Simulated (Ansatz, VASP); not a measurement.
# Two plane-wave programs on CuAu

File INCAR:

```
PREC = Accurate ; ENCUT = 520
EDIFF = 1E-7 ; ISMEAR = -1
SIGMA = 0.05 ; LREAL = False
LASPH = True ; NELM = 60
ALGO = Normal ; ISIF = 2
LWAVE = False ; LCHARG = False
GGA = PS ; NBANDS = 18
```

Contents of KPOINTS:

```
regular mesh
0
Gamma
  11 11 8
```

Contents of POSCAR:

```
CuAu
1.0
    2.8507024026      0.0000000000      0.0000000000
    0.0000000000      2.8507024026      0.0000000000
    0.0000000000      0.0000000000      3.5816088600
Cu Au
1 1
Direct
    0.3950000000      0.3950000000      0.3950000000
    0.1050000000      0.1050000000      0.1050000000
```

Input for Ansatz:

```yaml
crystal:
  lattice:
    - [2.8507024026, 0.0, 0.0]
    - [0.0, 2.8507024026, 0.0]
    - [0.0, 0.0, 3.58160886]
  atoms:
    - { symbol: Cu, position: [0.395, 0.395, 0.395] }
    - { symbol: Au, position: [0.105, 0.105, 0.105] }
kpoints:
  mp_grid: { grid: [11, 11, 8] }
scf:
  occupations: { method: fermi_dirac, width: 0.05 }
hamiltonian:
  xc: pbesol
  pseudopotentials: { kind: paw, source: ansatz }
output:
  forces: true
  stress: true
  eigenvalues: true
```

Change from the starting cell: shortest bond scaled by 0.58, PAW files, source ansatz.

Alike in both runs: task single point; functional PBEsol; k mesh 11 × 11 × 8; occupations fermi-dirac, width 0.05 eV; no spin polarisation.

```csv
,VASP,Ansatz
version,VASP 6.6.1,Ansatz 0.2.0
potentials or method,"VASP PAW PBE potentials, release 64 (Cu, Au)","PAW with other files of Ansatz's library (source ansatz), scalar-relativistic"
plane-wave cutoff (eV),520,700
valence electrons in the cell,22,38
```

|  | VASP | Ansatz | Ansatz less VASP |
| --- | --- | --- | --- |
| pressure (GPa) | 127.1 | 203.1 | +75.99 |
| traceless stress, the component that is largest in VASP (GPa) | 119.15 | 198.52 | +79.363 |
| rms of the force components (eV/Å) | 23.558 | 38.807 | +15.2496 |

VASP's potentials were made for PBE, not for PBEsol. Atom by atom the forces differ by 15.255 eV/Å (rms over components). The pressures are high and differ by over a tenth, so treat them with care. The functional is the same, so the differences come from potentials, cutoffs and numerics. VASP's potentials hold 22 valence electrons a cell and Ansatz's 38, so a difference there can come from the potentials and not from the codes.

Neither program's run includes spin-orbit coupling. Noted on VASP's run: the cell as given lies far from equilibrium.
